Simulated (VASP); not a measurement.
A run of VASP 6.6.1 is set up as follows.

File INCAR:

```
ALGO = Normal ; EDIFF = 1E-6
ENCUT = 520 ; GGA = PS
ISIF = 2 ; ISMEAR = 0
LASPH = True ; LCHARG = False
LREAL = False ; LWAVE = False
NBANDS = 14 ; NELM = 100
PREC = Accurate ; SIGMA = 0.15
```

The input KPOINTS:

```
k-points
0
Gamma
  18 18 18
```

File POSCAR:

```
HfC
1.0
   -0.0871875000      2.3250000000      2.3250000000
    2.2378125000      0.0000000000      2.2378125000
    2.3250000000      2.3250000000     -0.0871875000
Hf C
1 1
Direct
    0.5000000000      0.5000000000      0.5000000000
    0.0000000000      0.0000000000      0.0000000000
```

Potentials or basis: VASP PAW PBE potentials, release 64 (Hf_pv, C).

Launch:

```console
$ cat potpaw_PBE.64/Hf_pv/POTCAR potpaw_PBE.64/C/POTCAR > POTCAR
$ mpirun -np 1 vasp_std > vasp.out
```

Problem. Predict the band gap on the k mesh.

Solution. Zero (band 7 reaches 6.82 eV, above the bottom of band 8 at 5.48 eV).

Problem. Predict the pressure.

Solution. -6.7 GPa.

Stress tensor (GPa, compression positive):
```
-6.47  0.00 12.67
 0.00 -7.13  0.00
12.67  0.00 -6.47
```

Caveat: the cell differs from its parent crystal (strain -0.0750 x Voigt [0, 0, 0, 0, 1, 0]); the PAW data sets were made with another functional, which shifts forces and pressure a little; spin-orbit coupling is left out, which moves the levels of the heavy elements.
